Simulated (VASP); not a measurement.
Here is a VASP 6.6.1 calculation.

Contents of INCAR:

```
PREC = Accurate ; ENCUT = 520
EDIFF = 1E-6 ; ISMEAR = 1
SIGMA = 0.1 ; LREAL = F
LASPH = T ; NELM = 80
ALGO = Normal ; ISIF = 2
LWAVE = F ; LCHARG = F
GGA = PS ; NBANDS = 12
```

The input KPOINTS:

```
Automatic mesh
0
Gamma
  10 10 10
```

POSCAR

```
Cu
1.0
   -1.4427930000      1.4427930000      1.3760810000
    1.4427930000     -1.4427930000      1.3760810000
    1.4427930000      1.4427930000     -1.3760810000
Cu
1
Direct
    0.0000000000      0.0000000000      0.0000000000
```

Potentials or basis: VASP PAW PBE potentials, release 64 (Cu).

Run with:

```console
$ cat potpaw_PBE.64/Cu/POTCAR > POTCAR
$ mpirun -np 1 vasp_std > vasp.out
```

Estimate the pressure.

-0.7 GPa.

Stress tensor (GPa, compression positive):
```
-0.21  0.00  0.00
 0.00 -0.21  0.00
 0.00  0.00 -1.57
```

Caveat: the PAW data sets were made with another functional, which shifts forces and pressure a little.
